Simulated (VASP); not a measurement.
Wanted: the native input for a VASP 6.6.1 run.

```
Task                   : single point
Functional             : PBE
Potentials or basis    : VASP PAW PBE potentials, release 64 (Zn, Au)
Cutoff                 : 520 eV
k mesh                 : 7 × 7 × 7
Occupations            : fermi-dirac, width 0.15 eV
Spin                   : no spin polarisation
Dipole correction      : no
Further INCAR settings : ALGO = Normal; EDIFF = 1e-06; NBANDS = 18
```

The structure of ZnAu lies in POSCAR:

```
ZnAu
1.0
    3.1470000000      0.0000000000      0.0000000000
    0.0000000000      3.1470000000      0.0000000000
    0.0000000000      0.0000000000      3.1470000000
Zn Au
1 1
Direct
    0.5000000000      0.5000000000      0.5000000000
    0.0000000000      0.0000000000      0.0000000000
```

The input as run:

INCAR

```
PREC     = Accurate       # precision mode
ENCUT    = 520            # plane-wave cutoff, eV
EDIFF    = 1E-6           # SCF threshold, eV
ISMEAR   = -1             # smearing method
SIGMA    = 0.15           # smearing width, eV
LREAL    = False          # projectors in reciprocal space
LASPH    = True           # aspherical terms in the spheres
NELM     = 100            # most SCF steps
ALGO     = Normal         # electronic algorithm
ISIF     = 2              # what is computed and relaxed
LWAVE    = False          # write WAVECAR
LCHARG   = False          # write CHGCAR
GGA      = PE             # functional
NBANDS   = 18             # bands
```

KPOINTS

```
regular mesh
0
Gamma
  7 7 7
```

Potentials or basis: VASP PAW PBE potentials, release 64 (Zn, Au).

Launch:

```console
$ cat potpaw_PBE.64/Zn/POTCAR potpaw_PBE.64/Au/POTCAR > POTCAR
$ mpirun -np 1 vasp_std > vasp.out
```

It gave:

```
Pressure               : 4.7 GPa
Band gap on the k mesh : zero (an odd number of electrons rules out a gap without spin polarisation)
```

Caveat: the cell stands under pressure; spin-orbit coupling is left out, which moves the levels of the heavy elements.

It took 14 s on 1 thread of Intel Xeon 8259CL, on a shared host, peak memory 0.14 GiB.
